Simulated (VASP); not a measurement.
# In (Im-3m) in VASP: further runs

Runs on In. Level: PBE. Tasks: single point.

All numbers are computed with VASP 6.6.1; they aren't measurements. Logs are shortened: lines on timing, memory, paths and dates and some standing lists are left out, and cuts for length are marked.

## (1) The cell of the first run

It takes space group Im-3m (No. 229, cubic). Conventional cell: a = 3.760 Å, b = 3.760 Å, c = 3.760 Å, α = 90.00°, β = 90.00°, γ = 90.00°. In (site symmetry m-3m) has 14 In at 3.26 to 3.76 Å within 4.3 Å.

## (2) Single point, PBE

Input file INCAR:

```
SYSTEM = In
ALGO = Normal ; EDIFF = 1E-6
ENCUT = 520 ; GGA = PE
ISIF = 2 ; ISMEAR = 0
LASPH = .True. ; LCHARG = .False.
LREAL = .False. ; LWAVE = .False.
NBANDS = 12 ; NELM = 80
PREC = Accurate ; SIGMA = 0.05
```

Input file KPOINTS:

```
k-points
0
Gamma
  8 8 8
  0 0 0
```

Input file POSCAR:

```
In
1.0
   -1.8800789211      1.8800789211      1.8800789211
    1.8800789211     -1.8800789211      1.8800789211
    1.8800789211      1.8800789211     -1.8800789211
In
1
Direct
    0.0000000000      0.0000000000      0.0000000000
```

Potentials or basis: VASP PAW PBE potentials, release 64 (In_d).

Launch:

```bash
cat potpaw_PBE.64/In_d/POTCAR > POTCAR
mpirun -np 1 vasp_std > vasp.out
```

OUTCAR:

```text
SYSTEM = In
   EDIFF = 1E-6
   ENCUT = 520
   GGA = PE
   ISIF = 2
   ISMEAR = 0
   LASPH = .True.
   LREAL = .False.
   NELM = 80
   PREC = Accurate

 ion  position               nearest neighbor table
   1  0.000  0.000  0.000-

  LATTYP: Found a body centered cubic cell.
 ALAT       =     3.7601578422

  Lattice vectors:

 A1 = (  -1.8800789211,   1.8800789211,   1.8800789211)
 A2 = (   1.8800789211,  -1.8800789211,   1.8800789211)
 A3 = (   1.8800789211,   1.8800789211,  -1.8800789211)

Analysis of symmetry for initial positions (statically):
=====================================================================
 Subroutine PRICEL returns:
 Original cell was already a primitive cell.

 Routine SETGRP: Setting up the symmetry group for a
 body centered cubic supercell.

 Subroutine GETGRP returns: Found 48 space group operations
 (whereof 48 operations were pure point group operations)
 out of a pool of 48 trial point group operations.

The static configuration has the point symmetry O_h .

Analysis of symmetry for dynamics (positions and initial velocities):
=====================================================================
 Subroutine PRICEL returns:
 Original cell was already a primitive cell.

 Routine SETGRP: Setting up the symmetry group for a
 body centered cubic supercell.

 Subroutine GETGRP returns: Found 48 space group operations
 (whereof 48 operations were pure point group operations)
 out of a pool of 48 trial point group operations.

The dynamic configuration has the point symmetry O_h .

 Subroutine INISYM returns: Found 48 space group operations
 (whereof 48 operations are pure point group operations),
 and found     1 'primitive' translations

----------------------------------------------------------------------------------------

                                     Primitive cell

  volume of cell :      26.5820

  direct lattice vectors                    reciprocal lattice vectors
    -1.880078921  1.880078921  1.880078921     0.000000000  0.265946283  0.265946283
     1.880078921 -1.880078921  1.880078921     0.265946283  0.000000000  0.265946283
     1.880078921  1.880078921 -1.880078921     0.265946283  0.265946283  0.000000000

  length of vectors
     3.256392214  3.256392214  3.256392214     0.376104840  0.376104840  0.376104840

  position of ions in fractional coordinates (direct lattice)
     0.000000000  0.000000000  0.000000000

  ion indices of the primitive-cell ions
   primitive index   ion index
                 1           1

----------------------------------------------------------------------------------------

 KPOINTS: k-points

Automatic generation of k-mesh.
 Grid dimensions read from file:
 generate k-points for:    8    8    8

 Generating k-lattice:

  Cartesian coordinates                     Fractional coordinates (reciprocal lattice)
     0.000000000  0.033243285  0.033243285     0.125000000  0.000000000  0.000000000
     0.033243285  0.000000000  0.033243285     0.000000000  0.125000000  0.000000000
     0.033243285  0.033243285  0.000000000     0.000000000  0.000000000  0.125000000

  Length of vectors
     0.047013105  0.047013105  0.047013105

  Shift w.r.t. Gamma in fractional coordinates (k-lattice)
     0.000000000  0.000000000  0.000000000

 Subroutine IBZKPT returns following result:
 ===========================================

 Found     29 irreducible k-points:

 Following reciprocal coordinates:
            Coordinates               Weight
  0.000000  0.000000  0.000000      1.000000
  0.125000  0.000000  0.000000     12.000000
  0.250000  0.000000  0.000000     12.000000
  0.375000  0.000000  0.000000     12.000000
  0.500000  0.000000  0.000000      6.000000
  0.125000  0.125000  0.000000     24.000000
[... 16 lines left out ...]
 -0.250000  0.250000  0.250000      6.000000
 -0.375000  0.375000  0.250000     24.000000
 [... further k-points ...]
   k-points           NKPTS =     29   k-points in BZ     NKDIM =     29   number of bands    NBANDS=     12
   number of dos      NEDOS =    301   number of ions     NIONS =      1
   total plane-waves  NPLWV =  13824
   dimension x,y,z NGX =    24 NGY =   24 NGZ =   24
   dimension x,y,z NGXF=    48 NGYF=   48 NGZF=   48
   ions per type =               1
   NGX,Y,Z   is equivalent  to a cutoff of  12.25, 12.25, 12.25 a.u.
   NGXF,Y,Z  is equivalent  to a cutoff of  24.51, 24.51, 24.51 a.u.
 SYSTEM =  In
   PREC   = accura    normal or accurate (medium, high low for compatibility)
   ISTART =      0    job   : 0-new  1-cont  2-samecut
   ICHARG =      2    charge: 1-file 2-atom 10-const
   ISPIN  =      1    spin polarized calculation?
   LNONCOLLINEAR =      F non collinear calculations
   LSORBIT =      F    spin-orbit coupling
   LASPH  =      T    aspherical Exc in radial PAW
   ENCUT  =  520.0 eV  38.22 Ry    6.18 a.u.   6.05  6.05  6.05*2*pi/ulx,y,z
   NELM   =     80;   NELMIN=  2; NELMDL= -5     # of ELM steps
   EDIFF  = 0.1E-05   stopping-criterion for ELM
   LREAL  =      F    real-space projection
   EDIFFG = 0.1E-04   stopping-criterion for IOM
   NSW    =      0    number of steps for IOM
   IBRION =     -1    ionic relax: 0-MD 1-quasi-New 2-CG
   NFREE  =      0    steps in history (QN), initial steepest desc. (CG)
   ISIF   =      2    stress and relaxation
   ISYM   =      2    0-nonsym 1-usesym 2-fastsym
   POTIM  = 0.5000    time-step for ionic-motion
   TEBEG  =    0.0;   TEEND  =   0.0 temperature during run
   PSTRESS=    0.0 pullay stress
   NELECT =      13.0000    total number of electrons
   NUPDOWN=      -1.0000    fix difference up-down
   EMIN   =  10.00;   EMAX   =-10.00  energy-range for DOS
   EFERMI =   0.00;   METHOD = LEGACY
   ISMEAR =     0;   SIGMA  =   0.05  broadening in eV -4-tet -1-fermi 0-gaus
   EFERMI_NEDOS =   21; number of points for ismear=-14 and -15
   IALGO  =     38    algorithm
   IMIX   =      4    mixing-type and parameters
     AMIX     =   0.40;   BMIX     =  1.00
     AMIX_MAG =   1.60;   BMIX_MAG =  1.00
  volume/ion in A,a.u.               =      26.58       179.38
  Fermi-wavevector in a.u.,A,eV,Ry     =   1.289812  2.437392 22.634869  1.663616
  Thomas-Fermi vector in A             =   2.421682
   LORBIT       =      0    0 simple, 1 ext, 2 COOP (PROOUT), +10 PAW based schemes
   GGA     = PE    functional components
   LHFCALC =     F    Hartree Fock is set to
   AEXX    =    0.0000 exact exchange contribution
   IVDW    =     0    specifies the selected vdW correction
   LEPSILON=     F    determine dielectric tensor
   LRPA    =     F    only Hartree local field effects (RPA)
 non-spin polarized calculation
 Gauss-broadening in eV      SIGMA  =   0.05
  energy-cutoff  :      520.00
  volume of cell :       26.58
 maximum number of plane-waves:       736
   NGX = 13   NGY = 13   NGZ = 13

 number of electron      13.0000003 magnetization

 Free energy of the ion-electron system (eV)
  ---------------------------------------------------
  ext. energy  EPLUGINS =         0.00000000
  ---------------------------------------------------
  free energy    TOTEN  =        -2.50979533 eV

  energy without entropy =       -2.50697290  energy(sigma->0) =       -2.50838412

 E-fermi :   7.4709     XC(G=0): -10.1793

 val. band max:        7.4384597301   @ k =  -0.3750   0.5000   0.2500
 cond. band min:       7.4772221408   @ k =  -0.3750   0.3750   0.1250
 fundamental gap:      0.0387624107
 Fermi energy:         7.4708810865

 k-point     1 :       0.0000    0.0000    0.0000
  band No.  band energies     occupation
      1      -7.3215      2.00000
      2      -7.3215      2.00000
      3      -7.3215      2.00000
      4      -7.0549      2.00000
      5      -7.0549      2.00000
      6      -2.0852      2.00000
      7      18.2886      0.00000
      8      18.2886      0.00000
      9      18.2886      0.00000
     10      20.3045      0.00000
     11      20.3045      0.00000
     12      20.3045      0.00000

 k-point     2 :       0.1250    0.0000    0.0000
  band No.  band energies     occupation
      1      -7.3373      2.00000
      2      -7.3081      2.00000
      3      -7.2608      2.00000
      4      -7.0709      2.00000
      5      -7.0556      2.00000
      6      -1.7264      2.00000
      7      15.3485      0.00000
      8      16.9116      0.00000
      9      17.4849      0.00000
     10      19.0336      0.00000
     11      19.3234      0.00000
     12      20.2349      0.00000

 k-point     3 :       0.2500    0.0000    0.0000
  band No.  band energies     occupation
      1      -7.3752      2.00000
      2      -7.3009      2.00000
      3      -7.1106      2.00000
      4      -7.0920      2.00000
      5      -7.0566      2.00000
      6      -0.6336      2.00000
      7      11.0273      0.00000
      8      14.9972      0.00000
      9      16.0247      0.00000
     10      18.1083      0.00000
     11      18.2408      0.00000
     12      21.2419      0.00000
[... 286 lines left out ...]
 k-point    23 :      -0.2500    0.2500    0.2500
  band No.  band energies     occupation
      1      -7.2346      2.00000
      2      -7.1730      2.00000
      3      -7.1730      2.00000
      4      -7.1329      2.00000
      5      -7.1252      2.00000
      6       0.8153      2.00000
      7      11.8874      0.00000
      8      11.8874      0.00000
      9      12.0688      0.00000
     10      14.6422      0.00000
     11      22.9967      0.00000
     12      22.9969      0.00000

 k-point    24 :      -0.3750    0.3750    0.2500
  band No.  band energies     occupation
      1      -7.2997      2.00000
      2      -7.2138      2.00000
      3      -7.1779      2.00000
      4      -7.0940      2.00000
      5      -6.9794      2.00000
      6       2.6188      2.00000
      7       8.4464      0.00000
      8      10.6808      0.00000
      9      12.1763      0.00000
     10      14.9930      0.00000
     11      20.0389      0.00000
     12      22.4686      0.00000

 [... further k-points ...]

------------------------ aborting loop because EDIFF is reached ----------------------------------------

  FORCE on cell =-STRESS in cart. coord.  units (eV):
  Direction    XX          YY          ZZ          XY          YZ          ZX
  --------------------------------------------------------------------------------------
  -------------------------------------------------------------------------------------
  Total        0.2875108      0.2875108      0.2875108     -0.0000000     -0.0000000      0.0000000
  in kB       17.3291229     17.3291229     17.3291229     -0.0000000     -0.0000000      0.0000000
  external PRESSURE =      17.3291229 kB  Pullay stress =       0.0000000 kB

 VOLUME and BASIS-vectors are now :
 -----------------------------------------------------------------------------
  energy-cutoff  :      520.00
  volume of cell :       26.58
      direct lattice vectors                 reciprocal lattice vectors
    -1.880078921  1.880078921  1.880078921     0.000000000  0.265946283  0.265946283
     1.880078921 -1.880078921  1.880078921     0.265946283  0.000000000  0.265946283
     1.880078921  1.880078921 -1.880078921     0.265946283  0.265946283  0.000000000

 POSITION                                       TOTAL-FORCE (eV/Angst)
 -----------------------------------------------------------------------------------
      0.00000      0.00000      0.00000         0.000000     -0.000000      0.000000
 -----------------------------------------------------------------------------------
    total drift:                                0.000000      0.000000     -0.000000

  FREE ENERGIE OF THE ION-ELECTRON SYSTEM (eV)
  ---------------------------------------------------
  free  energy   TOTEN  =        -2.5097953315 eV

  energy  without entropy=       -2.5069729021  energy(sigma->0) =       -2.50838412
```

Wall time 2.6 s (1 thread of Intel Xeon 6975P-C (Granite Rapids), shared host); peak memory 0.13 GiB.

What came out:

* Free energy: -2.5098 eV
* Pressure: 1.7 GPa

Levels at points of the mesh, in eV from the Fermi level:
| k point | band 4 | band 5 | band 6 | band 7 | band 8 | band 9 |
| --- | --- | --- | --- | --- | --- | --- |
| (0.00, 0.00, 0.00) | -14.53 | -14.53 | -9.56 | 10.82 | 10.82 | 10.82 |
| (0.50, 0.00, 0.00) | -14.53 | -14.36 | -4.04 | -3.25 | 5.73 | 7.16 |
| (0.50, 0.50, 0.50) | -14.40 | -14.40 | 0.80 | 1.14 | 1.14 | 1.14 |

Caveat: spin-orbit coupling is left out, which moves the levels of the heavy elements.

## (3) Single point, PBE

This run uses another cell than the first one, of 27.90 Å³/atom, 1.049 times its volume.

Input file INCAR:

```
PREC = Accurate
ENCUT = 520
EDIFF = 1E-6
ISMEAR = 0
SIGMA = 0.05
LREAL = F
LASPH = T
NELM = 80
ALGO = Normal
ISIF = 2
LWAVE = F
LCHARG = F
GGA = PE
NBANDS = 12
```

Input file KPOINTS:

```
Automatic mesh
0
Gamma
  8 8 8
```

Input file POSCAR:

```
In
1.0
   -1.9105867692      1.9105867692      1.9105867692
    1.9105867692     -1.9105867692      1.9105867692
    1.9105867692      1.9105867692     -1.9105867692
In
1
Direct
    0.0000000000      0.0000000000      0.0000000000
```

Potentials or basis: VASP PAW PBE potentials, release 64 (In_d).

Launch:

```bash
cat potpaw_PBE.64/In_d/POTCAR > POTCAR
mpirun -np 1 vasp_std > vasp.out
```

It took 4.6 s on 1 thread of Intel Xeon 6975P-C (Granite Rapids), shared host; peak memory 0.15 GiB.

The run converged. Its results:

```
Free energy : -2.5172 eV
Pressure    : 0.0 GPa
```

Levels at points of the mesh, in eV from the Fermi level:
| k point | band 3 | band 4 | band 5 | band 6 | band 7 | band 8 | band 9 | band 10 |
| --- | --- | --- | --- | --- | --- | --- | --- | --- |
| (0.00, 0.00, 0.00) | -14.74 | -14.50 | -14.50 | -9.24 | 10.30 | 10.30 | 10.30 | 12.68 |
| (0.50, 0.00, 0.00) | -14.52 | -14.51 | -14.36 | -4.04 | -3.05 | 5.51 | 6.97 | 9.57 |
| (0.50, 0.50, 0.50) | -14.39 | -14.39 | -14.39 | 0.46 | 1.14 | 1.14 | 1.14 | 5.05 |

Caveat: spin-orbit coupling is left out, which moves the levels of the heavy elements.
